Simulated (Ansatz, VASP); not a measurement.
# Ni: VASP beside Ansatz

```xyz
2
Lattice="2.4886 0.0000 0.0000 -1.2443 2.1552 0.0000 0.0000 0.0000 4.0794" Properties=species:S:1:pos:R:3 pbc="T T T"
Ni    0.0000    1.4368    1.0199
Ni    1.2443    0.7184    3.0596
```

Alike in both runs: task single point; functional PBE; k mesh 17 × 17 × 10; occupations fermi-dirac, width 0.08 eV; collinear spin.

```csv
,VASP,Ansatz
version,VASP 6.6.1,Ansatz 0.2.0
potentials or method,"VASP PAW PBE potentials, release 64 (Ni), cutoff 520 eV","all-electron LAPW, scalar-relativistic"
```

```csv
,VASP,Ansatz,Ansatz less VASP
pressure (GPa),-0.1,0.0,+0.11
"traceless stress, the component that is largest in VASP (GPa)",-0.06,0.00,+0.067
net moment per atom (μB),0.64,0.65,+0.014
size of the moment on the site where the two differ most (μB),0.65,0.68,+0.027
```

Site moments also hang on the region over which each program counts them. Ansatz ran all-electron here, and VASP with PAW potentials.
